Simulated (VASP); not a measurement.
# KF (Carobbiite) (Fm-3m) in VASP: settings compared, part 2 of 2

VASP 6.6.1. The steps go on from the part before.

**3. Single point, PBEsol+D3(BJ)**

This run uses another cell than the first one, of 17.96 Å³/atom, 1.005 times its volume.

Contents of INCAR:

```
SYSTEM = KF
ALGO = Normal
EDIFF = 1E-7
ENCUT = 520
GGA = PS
ISIF = 2
ISMEAR = -1
IVDW = 12
LASPH = .True.
LCHARG = .False.
LREAL = .False.
LWAVE = .False.
NBANDS = 15
NELM = 60
PREC = Accurate
SIGMA = 0.05
```

Contents of KPOINTS:

```
k-points
0
Gamma
  9 9 9
  0 0 0
```

Contents of POSCAR:

```
KF
1.0
    0.0000000000      2.6190185148      2.6190185148
    2.6190185148      0.0000000000      2.6190185148
    2.6190185148      2.6190185148      0.0000000000
K F
1 1
Direct
    0.0000000000      0.0000000000      0.0000000000
    0.5000000000      0.5000000000      0.5000000000
```

Potentials or basis: VASP PAW PBE potentials, release 64 (K_sv, F).

Started as:

```bash
$ cat potpaw_PBE.64/K_sv/POTCAR potpaw_PBE.64/F/POTCAR > POTCAR
$ mpirun -np 1 vasp_std > vasp.out
```

OUTCAR:

```text
SYSTEM = KF
   EDIFF = 1E-7
   ENCUT = 520
   GGA = PS
   ISIF = 2
   ISMEAR = -1
   IVDW = 12
   LASPH = .True.
   LREAL = .False.
   NELM = 60
   PREC = Accurate
 IVDW          = 12

 ion  position               nearest neighbor table
   1  0.000  0.000  0.000-   2 2.62   2 2.62   2 2.62   2 2.62   2 2.62   2 2.62
   2  0.500  0.500  0.500-   1 2.62   1 2.62   1 2.62   1 2.62   1 2.62   1 2.62

  LATTYP: Found a face centered cubic cell.
 ALAT       =     5.2380370296

  Lattice vectors:

 A1 = (   0.0000000000,   2.6190185148,   2.6190185148)
 A2 = (   2.6190185148,   0.0000000000,   2.6190185148)
 A3 = (   2.6190185148,   2.6190185148,   0.0000000000)

Analysis of symmetry for initial positions (statically):
=====================================================================
 Subroutine PRICEL returns:
 Original cell was already a primitive cell.

 Routine SETGRP: Setting up the symmetry group for a
 face centered cubic supercell.

 Subroutine GETGRP returns: Found 48 space group operations
[... 9 lines left out ...]

 Routine SETGRP: Setting up the symmetry group for a
 face centered cubic supercell.

 Subroutine GETGRP returns: Found 48 space group operations
[... 11 lines left out ...]
                                     Primitive cell

  volume of cell :      35.9290

  direct lattice vectors                    reciprocal lattice vectors
     0.000000000  2.619018515  2.619018515    -0.190911212  0.190911212  0.190911212
     2.619018515  0.000000000  2.619018515     0.190911212 -0.190911212  0.190911212
     2.619018515  2.619018515  0.000000000     0.190911212  0.190911212 -0.190911212

  length of vectors
     3.703851504  3.703851504  3.703851504     0.330667920  0.330667920  0.330667920

  position of ions in fractional coordinates (direct lattice)
     0.000000000  0.000000000  0.000000000
     0.500000000  0.500000000  0.500000000

  ion indices of the primitive-cell ions
   primitive index   ion index
                 1           1
                 2           2

----------------------------------------------------------------------------------------
[... 98 lines left out ...]
   IVDW    =    12    specifies the selected vdW correction
   LEPSILON=     F    determine dielectric tensor
   LRPA    =     F    only Hartree local field effects (RPA)
 non-spin polarized calculation
  energy-cutoff  :      520.00
  volume of cell :       35.93
 maximum number of plane-waves:       981
   NGX = 13   NGY = 13   NGZ = 13

 number of electron      16.0000013 magnetization

 Free energy of the ion-electron system (eV)
  ---------------------------------------------------
  ext. energy  EPLUGINS =         0.00000000
  ---------------------------------------------------
  free energy    TOTEN  =        -8.51132755 eV

  energy without entropy =       -8.51132755  energy(sigma->0) =       -8.51132755

 E-fermi :  -1.4903     XC(G=0):  -8.9022

 val. band max:       -2.7446118615   @ k =   0.0000   0.0000   0.0000
 cond. band min:       3.5926028706   @ k =   0.0000   0.0000   0.0000
 fundamental gap:      6.3372147320
 Fermi energy:        -1.4902544960

 k-point     1 :       0.0000    0.0000    0.0000
  band No.  band energies     occupation
      1     -28.5495      2.00000
      2     -21.3048      2.00000
      3     -11.8109      2.00000
      4     -11.8109      2.00000
      5     -11.8109      2.00000
      6      -2.7446      2.00000
      7      -2.7446      2.00000
      8      -2.7446      2.00000
      9       3.5926      0.00000
     10       8.0445      0.00000
     11       8.0445      0.00000
     12       8.0445      0.00000
     13       9.8054      0.00000
     14       9.8054      0.00000
[... 401 lines left out ...]
      2     -21.3433      2.00000
      3     -12.4691      2.00000
      4     -12.0657      2.00000
      5     -12.0657      2.00000
      6      -2.9645      2.00000
      7      -2.7868      2.00000
      8      -2.7868      2.00000
      9       5.4372      0.00000
     10       7.6188      0.00000
     11       9.4713      0.00000
     12      11.1257      0.00000
     13      11.7069      0.00000
     14      11.7069      0.00000
     15      14.0200      0.00000

 [... further k-points ...]

------------------------ aborting loop because EDIFF is reached ----------------------------------------

 Edisp (eV)   -0.34428

 E8    (eV) :    -0.2433

  FORCE on cell =-STRESS in cart. coord.  units (eV):
  Direction    XX          YY          ZZ          XY          YZ          ZX
  --------------------------------------------------------------------------------------
  -------------------------------------------------------------------------------------
  Total      -0.01964    -0.01964    -0.01964     0.00000    -0.00000     0.00000
  in kB      -0.87559    -0.87559    -0.87559     0.00000    -0.00000     0.00000
  external pressure =       -0.88 kB  Pullay stress =        0.00 kB

 VOLUME and BASIS-vectors are now :
 -----------------------------------------------------------------------------
  energy-cutoff  :      520.00
  volume of cell :       35.93
      direct lattice vectors                 reciprocal lattice vectors
     0.000000000  2.619018515  2.619018515    -0.190911212  0.190911212  0.190911212
     2.619018515  0.000000000  2.619018515     0.190911212 -0.190911212  0.190911212
     2.619018515  2.619018515  0.000000000     0.190911212  0.190911212 -0.190911212

 POSITION                                       TOTAL-FORCE (eV/Angst)
 -----------------------------------------------------------------------------------
      0.00000      0.00000      0.00000        -0.000000     -0.000000     -0.000000
      2.61902      2.61902      2.61902         0.000000      0.000000      0.000000
 -----------------------------------------------------------------------------------
    total drift:                                0.000000      0.000000      0.000000

  FREE ENERGIE OF THE ION-ELECTRON SYSTEM (eV)
  ---------------------------------------------------
  free  energy   TOTEN  =        -8.8556047353 eV

  energy  without entropy=       -8.8556047353  energy(sigma->0) =       -8.85560474
```

OSZICAR:

```text
N       E                     dE             d eps       ncg     rms          rms(c)
DAV:   1     0.107812585743E+03    0.10781E+03   -0.83662E+03  1050   0.105E+03
DAV:   2    -0.532313961045E+01   -0.11314E+03   -0.10237E+03  1388   0.282E+02
DAV:   3    -0.951250343170E+01   -0.41894E+01   -0.41699E+01  1339   0.487E+01
DAV:   4    -0.962285832015E+01   -0.11035E+00   -0.11034E+00  1441   0.724E+00
DAV:   5    -0.962418445211E+01   -0.13261E-02   -0.13261E-02  1428   0.667E-01    0.601E+00
DAV:   6    -0.854878390099E+01    0.10754E+01   -0.29116E+00  1113   0.146E+01    0.445E+00
DAV:   7    -0.851648907834E+01    0.32295E-01   -0.67167E-02  1330   0.225E+00    0.255E+00
DAV:   8    -0.850950009950E+01    0.69890E-02   -0.47371E-02  1225   0.218E+00    0.204E-01
DAV:   9    -0.851080395150E+01   -0.13039E-02   -0.43704E-03  1344   0.554E-01    0.121E-01
DAV:  10    -0.851113786475E+01   -0.33391E-03   -0.36308E-04  1156   0.176E-01    0.733E-02
DAV:  11    -0.851132862976E+01   -0.19077E-03   -0.18147E-04  1120   0.103E-01    0.164E-02
DAV:  12    -0.851132738727E+01    0.12425E-05   -0.12103E-05  1298   0.360E-02    0.491E-03
DAV:  13    -0.851132750501E+01   -0.11774E-06   -0.22977E-06  1162   0.135E-02    0.274E-03
DAV:  14    -0.851132754994E+01   -0.44930E-07   -0.57302E-08  1101   0.248E-03
   1 F= -.88556047E+01 E0= -.88556047E+01  d E =-.518685E-11
```

stdout:

```text
POSCAR found type information on POSCAR K F
 POSCAR found :  2 types and       2 ions
 scaLAPACK will be used
 -----------------------------------------------------------------------------
|                                                                             |
|                                                                             |
|     You enforced a specific xc type in the INCAR file but a different       |
|     I HOPE YOU KNOW WHAT YOU ARE DOING!                                     |
|                                                                             |
 -----------------------------------------------------------------------------

 LDA part: xc-table for (Slater+PW92), standard interpolation
 POSCAR, INCAR and KPOINTS ok, starting setup
 FFT: planning ... GRIDC
 FFT: planning ... GRID_SOFT
 FFT: planning ... GRID
 WAVECAR not read
 entering main loop
```

Run time: 11 s. Hardware: 1 thread of Intel Xeon Platinum 8488C (Sapphire Rapids), shared host; peak memory 0.17 GiB.

What came out:

| Item | Value |
| --- | --- |
| Free energy | -8.8556 eV |
| Pressure | -0.1 GPa |
| Band gap on the k mesh | 6.34 eV, direct |
| Dispersion energy per atom | -0.172 eV |

Caveat: three body term missing; the PAW data sets were made with another functional, which shifts forces and pressure a little.

**4. Single point, PBEsol**

This run uses another cell than the first one, of 17.93 Å³/atom, 1.003 times its volume.

Contents of INCAR:

```
SYSTEM = KF
ALGO     = Normal         ! electronic algorithm
EDIFF    = 1E-6           ! SCF threshold, eV
ENCUT    = 520            ! plane-wave cutoff, eV
GGA      = PS             ! functional
ISIF     = 2              ! what is computed and relaxed
ISMEAR   = -1             ! smearing method
LASPH    = .TRUE.         ! aspherical terms in the spheres
LCHARG   = .FALSE.        ! write CHGCAR
LREAL    = .FALSE.        ! projectors in reciprocal space
LWAVE    = .FALSE.        ! write WAVECAR
NBANDS   = 15             ! bands
NELM     = 60             ! most SCF steps
PREC     = Accurate       ! precision mode
SIGMA    = 0.05           ! smearing width, eV
```

Contents of KPOINTS:

```
k-points
0
G
  9 9 9
  0 0 0
```

Contents of POSCAR:

```
KF
1.0
    0.0000000000      2.6173071446      2.6173071446
    2.6173071446      0.0000000000      2.6173071446
    2.6173071446      2.6173071446      0.0000000000
K F
1 1
Direct
    0.0000000000      0.0000000000      0.0000000000
    0.5000000000      0.5000000000      0.5000000000
```

Potentials or basis: VASP PAW PBE potentials, release 64 (K_sv, F).

Started as:

```bash
$ cat potpaw_PBE.64/K_sv/POTCAR potpaw_PBE.64/F/POTCAR > POTCAR
$ mpirun -np 1 vasp_std > vasp.out
```

OUTCAR:

```text
SYSTEM = KF
   EDIFF = 1E-6
   ENCUT = 520
   GGA = PS
   ISIF = 2
   ISMEAR = -1
   LASPH = .TRUE.
   LREAL = .FALSE.
   NELM = 60
   PREC = Accurate

 ion  position               nearest neighbor table
   1  0.000  0.000  0.000-   2 2.62   2 2.62   2 2.62   2 2.62   2 2.62   2 2.62
   2  0.500  0.500  0.500-   1 2.62   1 2.62   1 2.62   1 2.62   1 2.62   1 2.62

  LATTYP: Found a face centered cubic cell.
 ALAT       =     5.2346142892

  Lattice vectors:

[... 619 lines left out ...]

  FORCE on cell =-STRESS in cart. coord.  units (eV):
  Direction    XX          YY          ZZ          XY          YZ          ZX
  --------------------------------------------------------------------------------------
  -------------------------------------------------------------------------------------
  Total        0.3594493      0.3594493      0.3594493     -0.0000000      0.0000000     -0.0000000
  in kB       16.0603189     16.0603189     16.0603189     -0.0000000      0.0000000     -0.0000000
  external PRESSURE =      16.0603189 kB  Pullay stress =       0.0000000 kB

 VOLUME and BASIS-vectors are now :
 -----------------------------------------------------------------------------
  energy-cutoff  :      520.00
  volume of cell :       35.86
      direct lattice vectors                 reciprocal lattice vectors
     0.000000000  2.617307145  2.617307145    -0.191036043  0.191036043  0.191036043
     2.617307145  0.000000000  2.617307145     0.191036043 -0.191036043  0.191036043
     2.617307145  2.617307145  0.000000000     0.191036043  0.191036043 -0.191036043

 POSITION                                       TOTAL-FORCE (eV/Angst)
 -----------------------------------------------------------------------------------
      0.00000      0.00000      0.00000        -0.000000     -0.000000      0.000000
      2.61731      2.61731      2.61731         0.000000      0.000000     -0.000000
 -----------------------------------------------------------------------------------
    total drift:                                0.000000      0.000000      0.000000

  FREE ENERGIE OF THE ION-ELECTRON SYSTEM (eV)
  ---------------------------------------------------
  free  energy   TOTEN  =        -8.5105845634 eV

  energy  without entropy=       -8.5105845633  energy(sigma->0) =       -8.51058456
```

OSZICAR:

```text
N       E                     dE             d eps       ncg     rms          rms(c)
DAV:   1     0.111252576581E+03    0.11125E+03   -0.83506E+03  1058   0.104E+03
DAV:   2    -0.531872088231E+01   -0.11657E+03   -0.10546E+03  1380   0.285E+02
DAV:   3    -0.953122472531E+01   -0.42125E+01   -0.41943E+01  1346   0.489E+01
DAV:   4    -0.962185272230E+01   -0.90628E-01   -0.90618E-01  1416   0.713E+00
DAV:   5    -0.962309584955E+01   -0.12431E-02   -0.12431E-02  1408   0.724E-01    0.602E+00
DAV:   6    -0.854789997043E+01    0.10752E+01   -0.29093E+00  1127   0.146E+01    0.446E+00
DAV:   7    -0.851574167928E+01    0.32158E-01   -0.67475E-02  1330   0.226E+00    0.256E+00
DAV:   8    -0.850876428697E+01    0.69774E-02   -0.47315E-02  1225   0.218E+00    0.204E-01
DAV:   9    -0.851006385779E+01   -0.12996E-02   -0.43999E-03  1337   0.556E-01    0.121E-01
DAV:  10    -0.851039628850E+01   -0.33243E-03   -0.36601E-04  1163   0.177E-01    0.732E-02
DAV:  11    -0.851058578940E+01   -0.18950E-03   -0.18063E-04  1099   0.103E-01    0.164E-02
DAV:  12    -0.851058444970E+01    0.13397E-05   -0.12318E-05  1326   0.364E-02    0.493E-03
DAV:  13    -0.851058456335E+01   -0.11366E-06   -0.23022E-06  1162   0.135E-02
   1 F= -.85105846E+01 E0= -.85105846E+01  d E =-.102174E-09
```

Wall time 11 s (1 thread of Intel Xeon Platinum 8488C (Sapphire Rapids), shared host); peak memory 0.16 GiB.

Results:

| Property | Result |
| --- | --- |
| Free energy | -8.5106 eV |
| Pressure | 1.6 GPa |
| Band gap on the k mesh | 6.35 eV, direct |

Caveat: the PAW data sets were made with another functional, which shifts forces and pressure a little. A hybrid or GW would open this gap; PBEsol tends to underestimate it.

**5. Single point, PBEsol**

This run uses another cell than the first one, of 18.70 Å³/atom, 1.046 times its volume.

Contents of INCAR:

```
  ALGO = Normal
  EDIFF = 1E-6
  ENCUT = 520
  GGA = PS
  ISIF = 2
  ISMEAR = -1
  LASPH = T
  LCHARG = F
  LREAL = F
  LWAVE = F
  NBANDS = 15
  NELM = 100
  PREC = Accurate
  SIGMA = 0.05
```

Contents of KPOINTS:

```
k-points
0
Gamma
  9 9 9
```

Contents of POSCAR:

```
KF
1.0
    0.0000000000      2.6541830183      2.6541830183
    2.6541830183      0.0000000000      2.6541830183
    2.6541830183      2.6541830183      0.0000000000
K F
1 1
Direct
    0.0000000000      0.0000000000      0.0000000000
    0.5000000000      0.5000000000      0.5000000000
```

Started as:

```bash
$ cat potpaw_PBE.64/K_sv/POTCAR potpaw_PBE.64/F/POTCAR > POTCAR
$ mpirun -np 1 vasp_std > vasp.out
```

Wall time 13 s (1 thread of Intel Xeon Platinum 8488C (Sapphire Rapids), shared host); peak memory 0.16 GiB.

Results (log left out):

| Property | Result |
| --- | --- |
| Free energy | -8.5201 eV |
| Pressure | 0.0 GPa |
| Band gap on the k mesh | 6.13 eV, direct |

Levels at points of the mesh, in eV from the valence-band top:
| k point | band 4 | band 5 | band 6 | band 7 | band 8 | band 9 | band 10 | band 11 | band 12 | band 13 |
| --- | --- | --- | --- | --- | --- | --- | --- | --- | --- | --- |
| (0.00, 0.00, 0.00) | -9.21 | -9.21 | 0.00 | 0.00 | 0.00 | 6.13 | 10.69 | 10.69 | 10.69 | 12.39 |

Caveat: the PAW data sets were made with another functional, which shifts forces and pressure a little. A k mesh can miss the band edges.

**6. Single point, PBEsol+D4**

This run uses another cell than the first one, of 18.47 Å³/atom, 1.033 times its volume.

Contents of INCAR:

```
SYSTEM = KF
  PREC = Accurate
  ENCUT = 520
  EDIFF = 1E-6
  ISMEAR = -1
  SIGMA = 0.05
  LREAL = .FALSE.
  LASPH = .TRUE.
  NELM = 60
  ALGO = Normal
  ISIF = 2
  LWAVE = .FALSE.
  LCHARG = .TRUE.
  GGA = PS
  IVDW = 13
  LELF = .TRUE.
  LVHAR = .TRUE.
  NBANDS = 15
```

Contents of KPOINTS:

```
regular mesh
0
G
  9 9 9
  0 0 0
```

Contents of POSCAR:

```
KF
1.0
    0.0000000000      2.6433102442      2.6433102442
    2.6433102442      0.0000000000      2.6433102442
    2.6433102442      2.6433102442      0.0000000000
K F
1 1
Direct
    0.0000000000      0.0000000000      0.0000000000
    0.5000000000      0.5000000000      0.5000000000
```

Potentials or basis: VASP PAW PBE potentials, release 64 (K_sv, F).

Started as:

```bash
$ cat potpaw_PBE.64/K_sv/POTCAR potpaw_PBE.64/F/POTCAR > POTCAR
$ mpirun -np 1 vasp_std > vasp.out
```

It took 11 s on 1 thread of Intel Xeon Platinum 8488C (Sapphire Rapids), shared host; peak memory 0.16 GiB.

Results (log left out):

```
Free energy                : -8.6046 eV
Pressure                   : 0.1 GPa
Band gap on the k mesh     : 6.19 eV, direct
Dispersion energy per atom : -0.043 eV
```

Levels at points of the mesh, in eV from the valence-band top:
```tsv
k point	band 5	band 6	band 7	band 8	band 9	band 10	band 11	band 12
(0.00, 0.00, 0.00)	-9.16	0.00	0.00	0.00	6.19	10.72	10.72	10.72
```

Caveat: the PAW data sets were made with another functional, which shifts forces and pressure a little. PBEsol gaps usually lie below the measured ones, often by a third to a half.

**7. Summary**

```csv
level,cell,gap on the mesh (eV),pressure (GPa)
PBEsol+D3(BJ),"a = 3.698 Å, angles 60.0°, 2 atoms",6.36,0.1
PBEsol+D3(BJ),"a = 3.704 Å, angles 60.0°, 2 atoms",6.34,-0.1
PBEsol,"a = 3.701 Å, angles 60.0°, 2 atoms",6.35,1.6
PBEsol,"a = 3.754 Å, angles 60.0°, 2 atoms",6.13,0.0
PBEsol+D4,"a = 3.738 Å, angles 60.0°, 2 atoms",6.19,0.1
```

Alike in all rows: task single point; potentials or basis VASP PAW PBE potentials, release 64 (K_sv, F); no spin polarisation; k mesh 9 × 9 × 9; cutoff (eV) 520; smearing fermi-dirac 0.05 eV.

Caveats: the PAW data sets were made with another functional, which shifts forces and pressure a little; three body term missing (some runs).

Absolute energies hang on the potentials; compare differences alone.
